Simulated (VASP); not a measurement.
Set up this calculation in VASP 6.6.1, as the native input.

- Task: relaxation of cell and atoms
- Functional: PBE
- Potentials or basis: VASP PAW PBE potentials, release 64 (Zn)
- Cutoff: 600 eV
- k mesh: 6 × 6 × 6
- Occupations: gaussian, width 0.1 eV
- Spin: no spin polarisation
- Dipole correction: no
- Further INCAR settings: ALGO = Normal; EDIFF = 1e-07; IBRION = 2; EDIFFG = -0.04; NSW = 90; ISIF = 3

The structure of Zn lies in POSCAR:

```
Zn
1.0
    1.4671859615      0.8470802098      7.0908176894
   -1.4671859615      0.8470802098      7.0908176894
    0.0000000000     -1.6941604196      7.0908176894
Zn
3
Direct
    0.0000000000      0.0000000000      0.0000000000
    0.2222200000      0.2222200000      0.2222200000
    0.7777800000      0.7777800000      0.7777800000
```

The input as run:

INCAR

```
  PREC = Accurate
  ENCUT = 600
  EDIFF = 1E-7
  ISMEAR = 0
  SIGMA = 0.1
  LREAL = False
  LASPH = True
  NELM = 80
  ALGO = Normal
  ISIF = 3
  LWAVE = False
  LCHARG = False
  GGA = PE
  IBRION = 2
  NSW = 90
  EDIFFG = -0.04
```

KPOINTS

```
regular mesh
0
Gamma
  6 6 6
```

Potentials or basis: VASP PAW PBE potentials, release 64 (Zn).

The run is started by

```sh
$ cat potpaw_PBE.64/Zn/POTCAR > POTCAR
$ mpirun -np 1 vasp_std > vasp.out
```

It gave:

```json
{"Relaxed volume": "15.15 Å³/atom", "Relaxed cell": "a = 6.484 Å, b = 6.484 Å, c = 6.484 Å, α = 25.80°, β = 25.80°, γ = 25.80°", "Space group after relaxing (to 0.1 Å)": "R-3m (No. 166)", "Energy gained by relaxing": "97.4 meV/atom", "Ionic steps": "12", "Pressure after relaxing": "0.0 GPa", "Largest force after relaxing": "0.034 eV/Å", "Band gap on the k mesh": "zero (bands 18 and 19 overlap by 2.15 eV)"}
```

Caveat: the k points lie up to 0.42 Å⁻¹ apart in the final cell, too coarse for converged energies and pressures of a metal.

It took 20 min on 1 thread of AMD EPYC 9R45 96-Core Processor (Zen 5) (shared host), peak memory 0.49 GiB.
